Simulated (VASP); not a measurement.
## Hf: single point with PBE

Crystal: Hf.

```
Hf
1.0
     3.19670    0.00000    0.00000
    -1.59835    2.76842    0.00000
     0.00000    0.00000    5.05780
Hf
2
Cartesian
  1.5984 0.9228 3.7934
  0.0000 1.8456 1.2645
```

- Program: VASP 6.6.1
- Task: single point
- Functional: PBE
- Potentials or basis: VASP PAW PBE potentials, release 64 (Hf_pv)
- Cutoff: 520 eV
- k mesh: 4 × 4 × 2
- Occupations: fermi-dirac, width 0.02 eV
- Spin: no spin polarisation

```yaml
Pressure: -0.1 GPa
Band_gap_on_the_k_mesh: zero (band 10 reaches 6.11 eV, above the bottom of band 11 at 4.79 eV)
```

Stress tensor (GPa, compression positive):
```
 0.48  0.00  0.00
 0.00  0.48  0.00
 0.00  0.00 -1.11
```

Levels at points of the mesh, in eV from the Fermi level:
```csv
k point,band 7,band 8,band 9,band 10,band 11,band 12,band 13,band 14
"(0.00, 0.00, 0.00)",-7.24,-3.56,0.77,1.33,1.33,1.59,2.16,2.16
"(0.50, 0.00, 0.00)",-3.22,-2.60,-2.10,-0.67,0.92,1.00,1.83,6.05
"(0.00, 0.00, 0.50)",-5.26,-5.26,0.27,0.27,1.22,1.22,1.22,1.22
"(0.50, 0.00, 0.50)",-3.27,-3.27,-0.85,-0.85,1.31,1.31,2.78,2.78
```

Run time: 7.5 s on 1 thread of Intel(R) Xeon(R) Platinum 8488C (Sapphire Rapids), on a shared host, peak memory 0.15 GiB.

Caveat: the k points lie up to 0.62 Å⁻¹ apart; spin-orbit coupling is left out, which moves the levels of the heavy elements.
